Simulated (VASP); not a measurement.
A run of VASP 6.6.1:

File INCAR:

```
PREC = Accurate ; ENCUT = 520
EDIFF = 1E-6 ; ISMEAR = 0
SIGMA = 0.1 ; LREAL = False
LASPH = True ; NELM = 100
ALGO = Normal ; ISIF = 2
LWAVE = False ; LCHARG = False
GGA = PE ; NBANDS = 31
```

Contents of KPOINTS:

```
regular mesh
0
Gamma
  4 4 4
```

POSCAR

```
HfBiBr3
1.0
    5.3197360722      0.0000000000      0.0000000000
    0.0000000000      5.3197360722      0.0000000000
    0.0000000000      0.0000000000      5.3197360722
Hf Bi Br
1 1 3
Direct
    0.0000000000      0.0000000000      0.0000000000
    0.5000000000      0.5000000000      0.5000000000
    0.5000000000      0.0000000000      0.0000000000
    0.0000000000      0.5000000000      0.0000000000
    0.0000000000      0.0000000000      0.5000000000
```

Potentials or basis: VASP PAW PBE potentials, release 64 (Hf_pv, Bi_d, Br).

Run with:

```bash
$ cat potpaw_PBE.64/Hf_pv/POTCAR potpaw_PBE.64/Bi_d/POTCAR potpaw_PBE.64/Br/POTCAR > POTCAR
$ mpirun -np 1 vasp_std > vasp.out
```

Hardware: 1 thread of Intel(R) Xeon(R) 6975P-C (Granite Rapids), on a shared host.

Problem. Estimate the wall time of this run.

Solution. Run time: 29 s on 1 thread of Intel(R) Xeon(R) 6975P-C (Granite Rapids), with other jobs on the host, peak memory 0.26 GiB. Counts: scf iterations 16, k points 10.
